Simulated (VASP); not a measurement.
# Be (P6/mmm) in VASP: single point with PBE

Aim: the single point of Be with PBE.

All numbers are computed with VASP 6.6.1; they aren't measurements. Logs are shortened: lines on timing, memory, paths and dates and some standing lists are left out, and cuts for length are marked.

**1. The cell of the first run**

Symmetry: P6/mmm, No. 191, hexagonal system. Conventional cell: a = 2.442 Å, b = 2.442 Å, c = 2.438 Å, α = 90.00°, β = 90.00°, γ = 120.00°. Within 3.2 Å of Be (site symmetry 6/mmm) lie 8 Be at 2.44 Å.

**2. Single point, PBE (Mg replaced by Be, lengths x 0.809, strained)**

Input file INCAR:

```
SYSTEM = Be
ALGO     = Fast           ! electronic algorithm
EDIFF    = 1E-6           ! SCF threshold, eV
ENCUT    = 520            ! plane-wave cutoff, eV
GGA      = PE             ! functional
ISIF     = 2              ! what is computed and relaxed
ISMEAR   = 0              ! smearing method
LASPH    = .TRUE.         ! aspherical terms in the spheres
LCHARG   = .TRUE.         ! write CHGCAR
LELF     = .TRUE.         ! ELF
LREAL    = .FALSE.        ! projectors in reciprocal space
LVHAR    = .TRUE.       
LWAVE    = .FALSE.        ! write WAVECAR
NBANDS   = 7              ! bands
NELM     = 60             ! most SCF steps
PREC     = Accurate       ! precision mode
SIGMA    = 0.1            ! smearing width, eV
```

Input file KPOINTS:

```
k-points
0
G
  21 21 18
  0 0 0
```

Input file POSCAR:

```
Be
1.0
    2.4420804043      0.0000000000      0.0000000000
   -1.2210402022      2.1149036682      0.0000000000
    0.0000000000      0.0000000000      2.4377073239
Be
1
Direct
    0.0000000000      0.0000000000      0.0000000000
```

Potentials or basis: VASP PAW PBE potentials, release 64 (Be).

Started as:

```console
$ cat potpaw_PBE.64/Be/POTCAR > POTCAR
$ mpirun -np 1 vasp_std > vasp.out
```

OUTCAR:

```text
SYSTEM = Be
   EDIFF = 1E-6
   ENCUT = 520
   GGA = PE
   ISIF = 2
   ISMEAR = 0
   LASPH = .TRUE.
   LREAL = .FALSE.
   NELM = 60
   PREC = Accurate

 ion  position               nearest neighbor table
   1  0.000  0.000  0.000-

  LATTYP: Found a hexagonal cell.
 ALAT       =     2.4420804043
 C/A-ratio  =     0.9982092807

  Lattice vectors:

 A1 = (   2.4420804043,   0.0000000000,   0.0000000000)
 A2 = (  -1.2210402022,   2.1149036682,   0.0000000000)
 A3 = (   0.0000000000,   0.0000000000,   2.4377073239)

Analysis of symmetry for initial positions (statically):
=====================================================================
 Subroutine PRICEL returns:
 Original cell was already a primitive cell.

 Routine SETGRP: Setting up the symmetry group for a
 hexagonal supercell.

 Subroutine GETGRP returns: Found 24 space group operations
 (whereof 24 operations were pure point group operations)
 out of a pool of 24 trial point group operations.

The static configuration has the point symmetry D_6h.

Analysis of symmetry for dynamics (positions and initial velocities):
=====================================================================
 Subroutine PRICEL returns:
 Original cell was already a primitive cell.

 Routine SETGRP: Setting up the symmetry group for a
 hexagonal supercell.

 Subroutine GETGRP returns: Found 24 space group operations
 (whereof 24 operations were pure point group operations)
 out of a pool of 24 trial point group operations.

The dynamic configuration has the point symmetry D_6h.

 Subroutine INISYM returns: Found 24 space group operations
 (whereof 24 operations are pure point group operations),
 and found     1 'primitive' translations

----------------------------------------------------------------------------------------

                                     Primitive cell

  volume of cell :      12.5902

  direct lattice vectors                    reciprocal lattice vectors
     2.442080404  0.000000000  0.000000000     0.409486927  0.236417387  0.000000000
    -1.221040202  2.114903668  0.000000000     0.000000000  0.472834775  0.000000000
     0.000000000  0.000000000  2.437707324     0.000000000  0.000000000  0.410221518

  length of vectors
     2.442080404  2.442080404  2.437707324     0.472834775  0.472834775  0.410221518

  position of ions in fractional coordinates (direct lattice)
     0.000000000  0.000000000  0.000000000

  ion indices of the primitive-cell ions
   primitive index   ion index
                 1           1

----------------------------------------------------------------------------------------

 KPOINTS: k-points

Automatic generation of k-mesh.
 Grid dimensions read from file:
 generate k-points for:   21   21   18

 Generating k-lattice:

  Cartesian coordinates                     Fractional coordinates (reciprocal lattice)
     0.019499377  0.011257971  0.000000000     0.047619048  0.000000000  0.000000000
     0.000000000  0.022515942  0.000000000     0.000000000  0.047619048  0.000000000
     0.000000000  0.000000000  0.022790084     0.000000000  0.000000000  0.055555556

  Length of vectors
     0.022515942  0.022515942  0.022790084

  Shift w.r.t. Gamma in fractional coordinates (k-lattice)
     0.000000000  0.000000000  0.000000000

 Subroutine IBZKPT returns following result:
 ===========================================

 Found    480 irreducible k-points:

 Following reciprocal coordinates:
            Coordinates               Weight
  0.000000  0.000000  0.000000      1.000000
  0.047619  0.000000  0.000000      6.000000
  0.095238 -0.000000  0.000000      6.000000
  0.142857  0.000000  0.000000      6.000000
  0.190476 -0.000000  0.000000      6.000000
  0.238095  0.000000  0.000000      6.000000
[... 16 lines left out ...]
  0.142857  0.095238  0.000000     12.000000
  0.190476  0.095238  0.000000     12.000000
 [... further k-points ...]
   k-points           NKPTS =    480   k-points in BZ     NKDIM =    480   number of bands    NBANDS=      7
   number of dos      NEDOS =    301   number of ions     NIONS =      1
   total plane-waves  NPLWV =   5832
   dimension x,y,z NGX =    18 NGY =   18 NGZ =   18
   dimension x,y,z NGXF=    36 NGYF=   36 NGZF=   36
   ions per type =               1
   NGX,Y,Z   is equivalent  to a cutoff of  12.25, 12.25, 12.28 a.u.
   NGXF,Y,Z  is equivalent  to a cutoff of  24.51, 24.51, 24.55 a.u.
 SYSTEM =  Be
   PREC   = accura    normal or accurate (medium, high low for compatibility)
   ISTART =      0    job   : 0-new  1-cont  2-samecut
   ICHARG =      2    charge: 1-file 2-atom 10-const
   ISPIN  =      1    spin polarized calculation?
   LNONCOLLINEAR =      F non collinear calculations
   LSORBIT =      F    spin-orbit coupling
   LASPH  =      T    aspherical Exc in radial PAW
   ENCUT  =  520.0 eV  38.22 Ry    6.18 a.u.   4.54  4.54  4.53*2*pi/ulx,y,z
   NELM   =     60;   NELMIN=  2; NELMDL= -5     # of ELM steps
   EDIFF  = 0.1E-05   stopping-criterion for ELM
   LREAL  =      F    real-space projection
   EDIFFG = 0.1E-04   stopping-criterion for IOM
   NSW    =      0    number of steps for IOM
   IBRION =     -1    ionic relax: 0-MD 1-quasi-New 2-CG
   NFREE  =      0    steps in history (QN), initial steepest desc. (CG)
   ISIF   =      2    stress and relaxation
   ISYM   =      2    0-nonsym 1-usesym 2-fastsym
   POTIM  = 0.5000    time-step for ionic-motion
   TEBEG  =    0.0;   TEEND  =   0.0 temperature during run
   PSTRESS=    0.0 pullay stress
   NELECT =       2.0000    total number of electrons
   NUPDOWN=      -1.0000    fix difference up-down
   EMIN   =  10.00;   EMAX   =-10.00  energy-range for DOS
   EFERMI =   0.00;   METHOD = LEGACY
   ISMEAR =     0;   SIGMA  =   0.10  broadening in eV -4-tet -1-fermi 0-gaus
   EFERMI_NEDOS =   21; number of points for ismear=-14 and -15
   IALGO  =     68    algorithm
   IMIX   =      4    mixing-type and parameters
     AMIX     =   0.40;   BMIX     =  1.00
     AMIX_MAG =   1.60;   BMIX_MAG =  1.00
  volume/ion in A,a.u.               =      12.59        84.96
  Fermi-wavevector in a.u.,A,eV,Ry     =   0.886627  1.675481 10.695633  0.786107
  Thomas-Fermi vector in A             =   2.007818
   LORBIT       =      0    0 simple, 1 ext, 2 COOP (PROOUT), +10 PAW based schemes
   GGA     = PE    functional components
   LHFCALC =     F    Hartree Fock is set to
   AEXX    =    0.0000 exact exchange contribution
   IVDW    =     0    specifies the selected vdW correction
   LEPSILON=     F    determine dielectric tensor
   LRPA    =     F    only Hartree local field effects (RPA)
 non-spin polarized calculation
 RMM-DIIS sequential band-by-band and
 Gauss-broadening in eV      SIGMA  =   0.10
  energy-cutoff  :      520.00
  volume of cell :       12.59
 maximum number of plane-waves:       353
   NGX =  9   NGY =  9   NGZ =  9

 number of electron       2.0000000 magnetization

 Free energy of the ion-electron system (eV)
  ---------------------------------------------------
  ext. energy  EPLUGINS =         0.00000000
  ---------------------------------------------------
  free energy    TOTEN  =        -2.93803567 eV

  energy without entropy =       -2.93624602  energy(sigma->0) =       -2.93714085

 E-fermi :   3.5207     XC(G=0):  -9.1425

 val. band max:        3.5024379485   @ k =   0.4762   0.0000   0.0556
 cond. band min:       3.5339925600   @ k =   0.3810   0.0952   0.4444
 fundamental gap:      0.0315546115
 Fermi energy:         3.5206550031

 k-point     1 :       0.0000    0.0000    0.0000
  band No.  band energies     occupation
      1      -5.1823      2.00000
      2      13.3337      0.00000
      3      17.6180      0.00000
      4      17.6180      0.00000
      5      19.3584      0.00000
      6      26.8513      0.00000
      7      26.8513      0.00000

 k-point     2 :       0.0476    0.0000    0.0000
  band No.  band energies     occupation
      1      -5.1209      2.00000
      2      13.3951      0.00000
      3      17.0364      0.00000
      4      17.4293      0.00000
      5      19.7292      0.00000
      6      25.6834      0.00000
      7      27.1795      0.00000

 k-point     3 :       0.0952   -0.0000    0.0000
  band No.  band energies     occupation
      1      -4.9368      2.00000
      2      13.5785      0.00000
      3      15.8218      0.00000
      4      16.9359      0.00000
      5      20.2570      0.00000
      6      24.3975      0.00000
      7      28.0894      0.00000

 k-point     4 :       0.1429    0.0000    0.0000
  band No.  band energies     occupation
      1      -4.6302      2.00000
      2      13.8799      0.00000
      3      14.3062      0.00000
      4      16.2814      0.00000
      5      20.4846      0.00000
      6      23.7878      0.00000
      7      29.4304      0.00000

 k-point     5 :       0.1905   -0.0000    0.0000
  band No.  band energies     occupation
      1      -4.2020      2.00000
      2      12.6139      0.00000
      3      14.2925      0.00000
      4      15.5848      0.00000
      5      20.3439      0.00000
      6      23.8553      0.00000
      7      31.0687      0.00000

 k-point     6 :       0.2381    0.0000    0.0000
  band No.  band energies     occupation
      1      -3.6536      2.00000
      2      10.8491      0.00000
      3      14.8044      0.00000
      4      14.9203      0.00000
      5      20.0745      0.00000
      6      24.2476      0.00000
      7      31.3493      0.00000

 k-point     7 :       0.2857    0.0000    0.0000
  band No.  band energies     occupation
      1      -2.9882      2.00000
      2       9.0934      0.00000
      3      14.3304      0.00000
      4      15.3959      0.00000
      5      19.8436      0.00000
      6      24.6932      0.00000
      7      31.1805      0.00000
[... 121 lines left out ...]
 k-point    20 :       0.4286    0.0476    0.0000
  band No.  band energies     occupation
      1       0.0361      2.00000
      2       3.9072      0.00000
      3      12.6214      0.00000
      4      17.4159      0.00000
      5      20.1392      0.00000
      6      25.6961      0.00000
      7      27.4850      0.00000

 k-point    21 :       0.4762    0.0476    0.0000
  band No.  band energies     occupation
      1       0.4959      2.00000
      2       3.3263      1.99401
      3      12.5590      0.00000
      4      17.5801      0.00000
      5      20.1332      0.00000
      6      25.7508      0.00000
      7      27.1958      0.00000

 k-point    22 :       0.0952    0.0952    0.0000
  band No.  band energies     occupation
      1      -4.4464      2.00000
      2      14.0583      0.00000
      3      14.0632      0.00000
      4      15.0270      0.00000
      5      21.2342      0.00000
      6      23.5691      0.00000
      7      29.3989      0.00000

 k-point    23 :       0.1429    0.0952    0.0000
  band No.  band energies     occupation
      1      -4.0182      2.00000
      2      12.6986      0.00000
      3      13.9520      0.00000
      4      14.4663      0.00000
      5      21.6195      0.00000
      6      23.6695      0.00000
      7      29.8259      0.00000

 k-point    24 :       0.1905    0.0952    0.0000
  band No.  band energies     occupation
      1      -3.4697      2.00000
      2      11.0044      0.00000
      3      13.1918      0.00000
      4      14.9717      0.00000
      5      21.6853      0.00000
      6      24.1579      0.00000
      7      30.0875      0.00000

 [... further k-points ...]

------------------------ aborting loop because EDIFF is reached ----------------------------------------

  FORCE on cell =-STRESS in cart. coord.  units (eV):
  Direction    XX          YY          ZZ          XY          YZ          ZX
  --------------------------------------------------------------------------------------
  -------------------------------------------------------------------------------------
  Total       -2.1554710     -2.1554710      0.1705175      0.0000000     -0.0000000     -0.0000000
  in kB     -274.2967419   -274.2967419     21.6993862      0.0000000     -0.0000000     -0.0000000
  external PRESSURE =    -175.6313659 kB  Pullay stress =       0.0000000 kB

 VOLUME and BASIS-vectors are now :
 -----------------------------------------------------------------------------
  energy-cutoff  :      520.00
  volume of cell :       12.59
      direct lattice vectors                 reciprocal lattice vectors
     2.442080404  0.000000000  0.000000000     0.409486927  0.236417387  0.000000000
    -1.221040202  2.114903668  0.000000000     0.000000000  0.472834775  0.000000000
     0.000000000  0.000000000  2.437707324     0.000000000  0.000000000  0.410221518

 POSITION                                       TOTAL-FORCE (eV/Angst)
 -----------------------------------------------------------------------------------
      0.00000      0.00000      0.00000        -0.000000      0.000000      0.000000
 -----------------------------------------------------------------------------------
    total drift:                               -0.000000     -0.000000      0.000000

  FREE ENERGIE OF THE ION-ELECTRON SYSTEM (eV)
  ---------------------------------------------------
  free  energy   TOTEN  =        -2.9380356709 eV

  energy  without entropy=       -2.9362460200  energy(sigma->0) =       -2.93714085
```

Wall time 33 s (1 thread of Intel Xeon Platinum 8375C at 2.90GHz (Ice Lake), shared host); peak memory 0.15 GiB.

What came out:

```
Free energy            : -2.9380 eV
Pressure               : -17.6 GPa
Band gap on the k mesh : zero (band 1 reaches 6.81 eV, above the bottom of band 2 at 0.64 eV)
```

Caveat: the cell differs from its parent crystal (Mg replaced by Be, lengths x 0.809, strained).
